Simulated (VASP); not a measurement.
SnPb3O4, 8 atoms in the cell. Symmetry: P4mm, No. 99, tetragonal system. Conventional cell: a = 5.657 Å, b = 5.657 Å, c = 5.457 Å, α = 90.00°, β = 90.00°, γ = 90.00°. Sn (site symmetry 4mm) has 4 O at 2.23 Å within 2.9 Å. Pb (site symmetry 2mm) has 4 O at 2.35 Å within 3.1 Å. Within 3.1 Å of Pb (site symmetry 4mm) lie 4 O at 2.37 Å. O (site symmetry m) has 1 Sn at 2.23 Å and 3 Pb at 2.35 to 2.37 Å and 4 O at 2.77 to 2.88 Å within 2.9 Å. 

- Program: VASP 6.6.1
- Task: single point
- Functional: PBE
- Potentials or basis: VASP PAW PBE potentials, release 64 (Sn_d, Pb_d, O)
- Cutoff: 520 eV
- k mesh: 6 × 6 × 6
- Occupations: gaussian, width 0.02 eV
- Spin: no spin polarisation
- Dipole correction: no
- Further INCAR settings: ALGO = Normal; EDIFF = 1e-07; NBANDS = 50

Potentials or basis: VASP PAW PBE potentials, release 64 (Sn_d, Pb_d, O).

Launch:

```bash
$ cat potpaw_PBE.64/Sn_d/POTCAR potpaw_PBE.64/Pb_d/POTCAR potpaw_PBE.64/O/POTCAR > POTCAR
$ mpirun -np 1 vasp_std > vasp.out
```

Hardware: 1 thread of Intel(R) Xeon(R) Platinum 8375C CPU @ 2.90GHz (Ice Lake), with other jobs on the host.

Question: How long does it take, and how much memory?

Answer: Run time: 5.1 min on 1 thread of Intel(R) Xeon(R) Platinum 8375C CPU @ 2.90GHz (Ice Lake), on a shared host, peak memory 0.44 GiB. Counts: scf iterations 18, k points 40.
